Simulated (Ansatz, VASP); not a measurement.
Al7Cu in VASP and in Ansatz

```xyz
8
Lattice="0.0000 3.8566 3.8566 3.8566 0.0000 3.8566 3.8566 3.8566 0.0000" Properties=species:S:1:pos:R:3 pbc="T T T"
Al    0.0000    1.9283    1.9283
Al    3.8566    1.9283    1.9283
Al    1.9283    0.0000    1.9283
Al    1.9283    3.8566    1.9283
Al    1.9283    1.9283    0.0000
Al    1.9283    1.9283    3.8566
Al    0.0000    0.0000    0.0000
Cu    3.8566    3.8566    3.8566
```

Alike in both runs: task single point; functional PBE; k mesh 8 × 8 × 8; occupations gaussian, width 0.1 eV; no spin polarisation.

|  | VASP | Ansatz |
| --- | --- | --- |
| version | VASP 6.6.1 | Ansatz 0.2.0 |
| potentials or method | VASP PAW PBE potentials, release 64 (Al, Cu), cutoff 520 eV | scalar-relativistic, plane waves, PAW |
| valence electrons in the cell | 32 | 40 |

|  | VASP | Ansatz | Ansatz less VASP |
| --- | --- | --- | --- |
| gap on the k mesh at the Fermi level (eV) | none | none | - |
| pressure (GPa) | 10.1 | 10.1 | -0.09 |

A gap of «none» marks a metal or a gap that the smearing closes. VASP's potentials hold 32 valence electrons a cell and Ansatz's 40, so a difference there can come from the potentials and not from the codes.
